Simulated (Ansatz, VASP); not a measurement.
## One calculation of Bi, two programs

```
Bi
1.0
     4.44822    0.00000    0.00000
    -2.22411    3.85227    0.00000
     0.00000    0.00000   11.82900
Bi
2
Direct
  0.33333 0.66667 0.25000
  0.66667 0.33333 0.75000
```

Change from the starting cell: equal xx and yy strain of -2 %, PAW files.

Alike in both runs: task electric field gradients; functional PBEsol; k mesh 9 × 9 × 3; occupations fermi-dirac, width 0.08 eV; no spin polarisation.

|  | VASP | Ansatz |
| --- | --- | --- |
| version | VASP 6.6.1 | Ansatz 0.2.0 |
| potentials or method | VASP PAW PBE potentials, release 64 (Bi_d) | PAW with Ansatz's default frozen-core files, scalar-relativistic |
| plane-wave cutoff (eV) | 520 | 420 |
| valence electrons in the cell | 30 | 30 |

|  | VASP | Ansatz | Ansatz less VASP |
| --- | --- | --- | --- |
| pressure (GPa) | -3.7 | -3.7 | +0.03 |
| traceless stress, the component that is largest in VASP (GPa) | 3.36 | 3.36 | 0.000 |
| size of Vzz on the site where it differs most (V/Å²) | 215.6 | 213.5 | -2.13 |

VASP's potentials were made for PBE, not for PBEsol. The functional is the same, so the differences come from potentials, cutoffs and numerics.

Neither program's run includes spin-orbit coupling.
